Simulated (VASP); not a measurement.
# AgCl in VASP: single point with r2SCAN

Aim: the single point of AgCl with r2SCAN.

Program: VASP 6.6.1. These are calculated values, not measurements. Logs are shortened: lines on timing, memory, paths and dates and some standing lists are left out, and cuts for length are marked.

**1. The cell of the first run**

The typed cell holds 4 atoms: a = 4.153 Å, b = 4.153 Å, c = 5.872 Å, α = 90.00°, β = 89.99°, γ = 90.00°.

**2. Single point, r2SCAN (strain +5.9%)**

POSCAR

```
AgCl
1.0
    4.1481517840      0.0000000000      0.2050903048
    0.0000000000      4.1529922762      0.0000000000
   -0.2891461231      0.0000000000      5.8647952008
Ag Cl
2 2
Direct
    0.2500548767      0.2500000000      0.2500031849
    0.7499451233      0.7500000000      0.7499968151
    0.7500376899      0.7500000000      0.2499964645
    0.2499623101      0.2500000000      0.7500035355
```

INCAR.step1

```
SYSTEM = AgCl
PREC = Accurate
ENCUT = 520
ISMEAR = 0
SIGMA = 0.01
LREAL = .False.
LASPH = .True.
NELM = 100
NBANDS = 26
GGA = PE
ALGO = Normal
EDIFF = 1E-4
LWAVE = .True.
LCHARG = .False.
```

INCAR.step2

```
SYSTEM = AgCl
PREC = Accurate
ENCUT = 520
EDIFF = 1E-6
ISMEAR = 0
SIGMA = 0.01
LREAL = .False.
LASPH = .True.
NELM = 100
ALGO = Normal
ISIF = 2
LWAVE = .False.
LCHARG = .True.
METAGGA = R2SCAN
LMIXTAU = .True.
LELF = .True.
LVHAR = .True.
NBANDS = 26
ISTART = 1
```

KPOINTS

```
regular mesh
0
Gamma
  6 6 6
  0 0 0
```

Potentials or basis: VASP PAW PBE potentials, release 64 (Ag, Cl).

The run is started by

```
cat potpaw_PBE.64/Ag/POTCAR potpaw_PBE.64/Cl/POTCAR > POTCAR
cp INCAR.step1 INCAR
mpirun -np 1 vasp_std > vasp.out
cp INCAR.step2 INCAR
mpirun -np 1 vasp_std > vasp.out
```

OUTCAR:

```text
SYSTEM = AgCl
   PREC = Accurate
   ENCUT = 520
   EDIFF = 1E-6
   ISMEAR = 0
   LREAL = .False.
   LASPH = .True.
   NELM = 100
   ISIF = 2
   METAGGA = R2SCAN
   ISTART = 1

 ion  position               nearest neighbor table
   1  0.250  0.250  0.250-   4 2.94   4 2.94   3 2.94   3 2.94   3 2.94   3 2.94
   2  0.750  0.750  0.750-   3 2.94   3 2.94   4 2.94   4 2.94   4 2.94   4 2.94
   3  0.750  0.750  0.250-   2 2.94   2 2.94   1 2.94   1 2.94   1 2.94   1 2.94
   4  0.250  0.250  0.750-   1 2.94   1 2.94   2 2.94   2 2.94   2 2.94   2 2.94

  LATTYP: Found a simple monoclinic cell.
 ALAT       =     4.1532186622
 B/A-ratio  =     0.9999454914
 C/A-ratio  =     1.4138236132
 COS(beta)  =    -0.0001390322

  Lattice vectors:

 A1 = (   4.1481517840,   0.0000000000,   0.2050903048)
 A2 = (   0.0000000000,  -4.1529922762,   0.0000000000)
 A3 = (   0.2891461231,   0.0000000000,  -5.8647952008)

Analysis of symmetry for initial positions (statically):
=====================================================================
 Subroutine PRICEL returns:
 Original cell was already a primitive cell.

 Routine SETGRP: Setting up the symmetry group for a
 simple monoclinic supercell.

 Subroutine GETGRP returns: Found  4 space group operations
 (whereof  2 operations were pure point group operations)
 out of a pool of  4 trial point group operations.

The static configuration has the point symmetry S_2 .
 The point group associated with its full space group is C_2h.

Analysis of symmetry for dynamics (positions and initial velocities):
=====================================================================
 Subroutine PRICEL returns:
 Original cell was already a primitive cell.

 Routine SETGRP: Setting up the symmetry group for a
 simple monoclinic supercell.

 Subroutine GETGRP returns: Found  4 space group operations
 (whereof  2 operations were pure point group operations)
 out of a pool of  4 trial point group operations.

The dynamic configuration has the point symmetry S_2 .
 The point group associated with its full space group is C_2h.

 Subroutine INISYM returns: Found  4 space group operations
 (whereof  2 operations are pure point group operations),
 and found     1 'primitive' translations

----------------------------------------------------------------------------------------

                                     Primitive cell

  volume of cell :     101.2805

  direct lattice vectors                    reciprocal lattice vectors
     4.148151784  0.000000000  0.205090305     0.240485021  0.000000000  0.011856392
     0.000000000  4.152992276  0.000000000     0.000000000  0.240790238  0.000000000
    -0.289146123  0.000000000  5.864795201    -0.008409696  0.000000000  0.170094323

  length of vectors
     4.153218662  4.152992276  5.871918616     0.240777116  0.240790238  0.170302090

  position of ions in fractional coordinates (direct lattice)
     0.250054877  0.250000000  0.250003185
     0.749945123  0.750000000  0.749996815
     0.750037690  0.750000000  0.249996465
     0.249962310  0.250000000  0.750003535

  ion indices of the primitive-cell ions
   primitive index   ion index
                 1           1
                 2           2
                 3           3
                 4           4

----------------------------------------------------------------------------------------

 KPOINTS: regular mesh

Automatic generation of k-mesh.
 Grid dimensions read from file:
 generate k-points for:    6    6    6

 Generating k-lattice:

  Cartesian coordinates                     Fractional coordinates (reciprocal lattice)
     0.040080837  0.000000000  0.001976065     0.166666667  0.000000000 -0.000000000
     0.000000000  0.040131706  0.000000000     0.000000000  0.166666667  0.000000000
    -0.001401616  0.000000000  0.028349054     0.000000000  0.000000000  0.166666667

  Length of vectors
     0.040129519  0.040131706  0.028383682

  Shift w.r.t. Gamma in fractional coordinates (k-lattice)
     0.000000000  0.000000000  0.000000000

 Subroutine IBZKPT returns following result:
 ===========================================

 Found     80 irreducible k-points:

 Following reciprocal coordinates:
            Coordinates               Weight
  0.000000  0.000000  0.000000      1.000000
  0.166667  0.000000  0.000000      2.000000
  0.333333  0.000000  0.000000      2.000000
  0.500000  0.000000  0.000000      1.000000
  0.000000  0.166667  0.000000      2.000000
  0.166667  0.166667  0.000000      4.000000
[... 16 lines left out ...]
  0.000000  0.166667  0.166667      4.000000
  0.166667  0.166667  0.166667      4.000000
 [... further k-points ...]
   k-points           NKPTS =     80   k-points in BZ     NKDIM =     80   number of bands    NBANDS=     26
   number of dos      NEDOS =    301   number of ions     NIONS =      4
   total plane-waves  NPLWV =  49152
   dimension x,y,z NGX =    32 NGY =   32 NGZ =   48
   dimension x,y,z NGXF=    64 NGYF=   64 NGZF=   96
   ions per type =               2   2
   NGX,Y,Z   is equivalent  to a cutoff of  12.81, 12.81, 13.59 a.u.
   NGXF,Y,Z  is equivalent  to a cutoff of  25.62, 25.62, 27.18 a.u.
 SYSTEM =  AgCl
   PREC   = accura    normal or accurate (medium, high low for compatibility)
   ISTART =      1    job   : 0-new  1-cont  2-samecut
   ICHARG =      0    charge: 1-file 2-atom 10-const
   ISPIN  =      1    spin polarized calculation?
   LNONCOLLINEAR =      F non collinear calculations
   LSORBIT =      F    spin-orbit coupling
   LASPH  =      T    aspherical Exc in radial PAW
   ENCUT  =  520.0 eV  38.22 Ry    6.18 a.u.   7.72  7.72 10.92*2*pi/ulx,y,z
   NELM   =    100;   NELMIN=  2; NELMDL=  0     # of ELM steps
   EDIFF  = 0.1E-05   stopping-criterion for ELM
   LREAL  =      F    real-space projection
   EDIFFG = 0.1E-04   stopping-criterion for IOM
   NSW    =      0    number of steps for IOM
   IBRION =     -1    ionic relax: 0-MD 1-quasi-New 2-CG
   NFREE  =      0    steps in history (QN), initial steepest desc. (CG)
   ISIF   =      2    stress and relaxation
   ISYM   =      2    0-nonsym 1-usesym 2-fastsym
   POTIM  = 0.5000    time-step for ionic-motion
   TEBEG  =    0.0;   TEEND  =   0.0 temperature during run
   PSTRESS=    0.0 pullay stress
   NELECT =      36.0000    total number of electrons
   NUPDOWN=      -1.0000    fix difference up-down
   EMIN   =  10.00;   EMAX   =-10.00  energy-range for DOS
   EFERMI =   0.00;   METHOD = LEGACY
   ISMEAR =     0;   SIGMA  =   0.01  broadening in eV -4-tet -1-fermi 0-gaus
   EFERMI_NEDOS =   21; number of points for ismear=-14 and -15
   IALGO  =     38    algorithm
   IMIX   =      4    mixing-type and parameters
     AMIX     =   0.40;   BMIX     =  1.00
     AMIX_MAG =   1.60;   BMIX_MAG =  1.00
  volume/ion in A,a.u.               =      25.32       170.87
  Fermi-wavevector in a.u.,A,eV,Ry     =   1.159668  2.191455 18.297522  1.344830
  Thomas-Fermi vector in A             =   2.296258
   LORBIT       =      0    0 simple, 1 ext, 2 COOP (PROOUT), +10 PAW based schemes
   METAGGA = R2SCAN    functional components
   LHFCALC =     F    Hartree Fock is set to
   AEXX    =    0.0000 exact exchange contribution
   IVDW    =     0    specifies the selected vdW correction
   LEPSILON=     F    determine dielectric tensor
   LRPA    =     F    only Hartree local field effects (RPA)
 non-spin polarized calculation
 Gauss-broadening in eV      SIGMA  =   0.01
  energy-cutoff  :      520.00
  volume of cell :      101.28
 maximum number of plane-waves:      2762
   NGX = 15   NGY = 15   NGZ = 21

 number of electron      36.0000012 magnetization

 Free energy of the ion-electron system (eV)
  ---------------------------------------------------
  ext. energy  EPLUGINS =         0.00000000
  ---------------------------------------------------
  free energy    TOTEN  =       -56.95361159 eV

  energy without entropy =      -56.95361159  energy(sigma->0) =      -56.95361159

 E-fermi :   1.6361     XC(G=0):  -9.5885

 val. band max:        1.5284950247   @ k =   0.5000   0.0000   0.5000
 cond. band min:       3.0146577873   @ k =   0.0000   0.0000   0.0000
 fundamental gap:      1.4861627626
 Fermi energy:         1.6360545767

 k-point     1 :       0.0000    0.0000    0.0000
  band No.  band energies     occupation
      1     -13.2150      2.00000
      2     -12.9352      2.00000
      3      -1.7263      2.00000
      4      -0.7668      2.00000
      5      -0.7665      2.00000
      6      -0.5300      2.00000
[... 18 lines left out ...]
     25      12.9705      0.00000
     26      12.9791      0.00000

 k-point     2 :       0.1667    0.0000    0.0000
  band No.  band energies     occupation
      1     -13.1726      2.00000
      2     -12.9282      2.00000
      3      -1.6759      2.00000
      4      -1.3220      2.00000
      5      -1.1691      2.00000
      6      -1.0072      2.00000
[... 18 lines left out ...]
     25      12.2722      0.00000
     26      12.8379      0.00000

 k-point     3 :       0.3333    0.0000    0.0000
  band No.  band energies     occupation
      1     -13.0718      2.00000
      2     -12.9282      2.00000
      3      -1.9337      2.00000
      4      -1.7723      2.00000
      5      -1.5390      2.00000
      6      -1.5268      2.00000
[... 18 lines left out ...]
     25      11.1633      0.00000
     26      11.2665      0.00000

 k-point     4 :       0.5000    0.0000    0.0000
  band No.  band energies     occupation
      1     -12.9743      2.00000
      2     -12.9743      2.00000
      3      -2.1240      2.00000
      4      -2.1240      2.00000
      5      -1.6362      2.00000
      6      -1.6361      2.00000
[... 18 lines left out ...]
     25      10.6794      0.00000
     26      10.6802      0.00000

 k-point     5 :       0.0000    0.1667    0.0000
  band No.  band energies     occupation
      1     -13.1726      2.00000
      2     -12.9282      2.00000
      3      -1.6759      2.00000
      4      -1.3218      2.00000
      5      -1.1693      2.00000
      6      -1.0071      2.00000
[... 18 lines left out ...]
     25      12.2717      0.00000
     26      12.8376      0.00000

 k-point     6 :       0.1667    0.1667    0.0000
  band No.  band energies     occupation
      1     -13.1358      2.00000
      2     -12.9227      2.00000
      3      -1.6179      2.00000
      4      -1.5464      2.00000
      5      -1.5321      2.00000
      6      -1.2503      2.00000
[... 427 lines left out ...]
 k-point    21 :      -0.3333    0.0000    0.1667
  band No.  band energies     occupation
      1     -13.0582      2.00000
      2     -12.9336      2.00000
      3      -2.0338      2.00000
      4      -1.8533      2.00000
      5      -1.5975      2.00000
      6      -1.5471      2.00000
[... 18 lines left out ...]
     25      10.9862      0.00000
     26      11.0100      0.00000

 k-point    22 :      -0.1667    0.0000    0.1667
  band No.  band energies     occupation
      1     -13.1529      2.00000
      2     -12.9408      2.00000
      3      -1.8243      2.00000
      4      -1.3075      2.00000
      5      -1.1766      2.00000
      6      -1.1112      2.00000
[... 18 lines left out ...]
     25      12.1570      0.00000
     26      12.1587      0.00000

 k-point    23 :       0.0000    0.1667    0.1667
  band No.  band energies     occupation
      1     -13.1529      2.00000
      2     -12.9408      2.00000
      3      -1.8243      2.00000
      4      -1.3074      2.00000
      5      -1.1768      2.00000
      6      -1.1113      2.00000
[... 18 lines left out ...]
     25      12.1565      0.00000
     26      12.1595      0.00000

 k-point    24 :       0.1667    0.1667    0.1667
  band No.  band energies     occupation
      1     -13.1180      2.00000
      2     -12.9331      2.00000
      3      -1.8125      2.00000
      4      -1.5735      2.00000
      5      -1.5108      2.00000
      6      -1.2412      2.00000
[... 18 lines left out ...]
     25      11.1232      0.00000
     26      11.9939      0.00000

 [... further k-points ...]

------------------------ aborting loop because EDIFF is reached ----------------------------------------

  FORCE on cell =-STRESS in cart. coord.  units (eV):
  Direction    XX          YY          ZZ          XY          YZ          ZX
  --------------------------------------------------------------------------------------
  -------------------------------------------------------------------------------------
  Total       -3.5736498     -3.5730804     -3.5761182      0.0000000      0.0000000     -0.0006763
  in kB      -56.5322971    -56.5232895    -56.5713457      0.0000000      0.0000000     -0.0106978
  external PRESSURE =     -56.5423108 kB  Pullay stress =       0.0000000 kB

 VOLUME and BASIS-vectors are now :
 -----------------------------------------------------------------------------
  energy-cutoff  :      520.00
  volume of cell :      101.28
      direct lattice vectors                 reciprocal lattice vectors
     4.148151784  0.000000000  0.205090305     0.240485021  0.000000000  0.011856392
     0.000000000  4.152992276  0.000000000     0.000000000  0.240790238  0.000000000
    -0.289146123  0.000000000  5.864795201    -0.008409696  0.000000000  0.170094323

 POSITION                                       TOTAL-FORCE (eV/Angst)
 -----------------------------------------------------------------------------------
      0.96498      1.03825      1.51750        -0.000052      0.000000     -0.000018
      2.89403      3.11474      4.55238         0.000052      0.000000      0.000018
      3.03898      3.11474      1.62000        -0.000161      0.000000      0.000042
      0.82002      1.03825      4.44988         0.000161      0.000000     -0.000042
 -----------------------------------------------------------------------------------
    total drift:                                0.000000     -0.000000     -0.000000

  FREE ENERGIE OF THE ION-ELECTRON SYSTEM (eV)
  ---------------------------------------------------
  free  energy   TOTEN  =       -56.9536115910 eV

  energy  without entropy=      -56.9536115910  energy(sigma->0) =      -56.95361159
```

It took 3.6 min on 1 thread of Intel Xeon 6975P-C (Granite Rapids), shared host; peak memory 0.34 GiB.

What came out:

| Property | Result |
| --- | --- |
| Free energy | -56.9536 eV |
| Pressure | -5.7 GPa |
| Band gap on the k mesh | 1.49 eV |

Caveat: the cell differs from its parent crystal (strain +5.9%); the cell stands under tension; the PAW data sets were made with another functional, which shifts forces and pressure a little. A k mesh can miss the band edges.
